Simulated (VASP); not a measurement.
Input of a VASP 6.6.1 run:

INCAR

```
SYSTEM = As
PREC = Accurate
ENCUT = 600
EDIFF = 1E-7
ISMEAR = 0
SIGMA = 0.1
LREAL = .False.
LASPH = .True.
NELM = 60
ALGO = Normal
ISIF = 3
LWAVE = .False.
LCHARG = .False.
GGA = PE
IBRION = 2
NSW = 100
EDIFFG = -0.01
LUSENCCL = .False.
```

The input KPOINTS:

```
Automatic mesh
0
Gamma
  6 6 6
  0 0 0
```

The input POSCAR:

```
As
1.0
    6.4640645308      0.0000000000      0.0000000000
    0.0000000000      6.4640645308      0.0000000000
    0.0000000000      0.0000000000      6.4640645308
As
12
Direct
    0.0000000000      0.0000000000      0.0000000000
    0.5000000000      0.0000000000      0.5000000000
    0.5000000000      0.5000000000      0.0000000000
    0.0000000000      0.5000000000      0.5000000000
    0.6075860878      0.8924139122      0.1075860878
    0.8924139122      0.1075860878      0.6075860878
    0.1075860878      0.6075860878      0.8924139122
    0.3924139122      0.3924139122      0.3924139122
    0.6075860878      0.6075860878      0.6075860878
    0.8924139122      0.3924139122      0.1075860878
    0.1075860878      0.8924139122      0.3924139122
    0.3924139122      0.1075860878      0.8924139122
```

Potentials or basis: VASP PAW PBE potentials, release 64 (As).

Command:

```bash
$ cat potpaw_PBE.64/As/POTCAR > POTCAR
$ mpirun -np 1 vasp_std > vasp.out
```

Question: Estimate the relaxed cell.

Answer: a = 6.469 Å, b = 6.469 Å, c = 6.469 Å, α = 90.00°, β = 90.00°, γ = 90.00°.

Question: Predict the band gap on the k mesh.

Answer: Zero (bands 30 and 31 overlap by 2.25 eV).

Question: Estimate the relaxed volume.

Answer: 22.56 Å³/atom.

Question: Predict the space group after relaxing (to 0.1 Å).

Answer: Pa-3 (No. 205).

Forces on the atoms (eV/Å):
```
As   0.000  0.000  0.000
As   0.000  0.000  0.000
As   0.000  0.000  0.000
As   0.000  0.000  0.000
As   0.003 -0.003  0.003
As  -0.003  0.003  0.003
As   0.003  0.003 -0.003
As  -0.003 -0.003 -0.003
As   0.003  0.003  0.003
As  -0.003 -0.003  0.003
As   0.003 -0.003 -0.003
As  -0.003  0.003 -0.003
```
